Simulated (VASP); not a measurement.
Runs of VASP 6.6.1 on InSb. Symmetry: P6_3/mmc, No. 194, hexagonal system. Conventional cell: a = 4.227 Å, b = 4.227 Å, c = 7.371 Å, α = 90.00°, β = 90.00°, γ = 120.00°. Within 4.0 Å of In (site symmetry -3m) lie 6 Sb at 3.06 Å and 2 In at 3.69 Å. Sb (site symmetry -6m2) has 6 In at 3.06 Å within 4.0 Å. 

```csv
level,k mesh,smearing,gap on the mesh (eV),pressure (GPa)
PBEsol,6 × 6 × 2,fermi-dirac 0.02 eV,none,-1.5
PBE,6 × 6 × 2,gaussian 0.2 eV,none,1.3
PBE,4 × 4 × 4,fermi-dirac 0.02 eV,none,(a)
PBE,6 × 6 × 2,fermi-dirac 0.02 eV,none,1.2
```

Alike in all rows: task single point; potentials or basis VASP PAW PBE potentials, release 64 (In_d, Sb); no spin polarisation; cell as given; cutoff (eV) 520.

**Question.** Estimate the missing entries.

**Answer.** (a) 1.7.

Caveats: all runs use coarse meshes; spin-orbit coupling is left out, which moves the levels of the heavy elements; the PAW data sets were made with another functional, which shifts forces and pressure a little (some runs).

A k mesh can miss the band edges, and the runs leave out spin-orbit coupling on In, Sb.

A gap of «none» marks levels without a gap at the run's occupations.
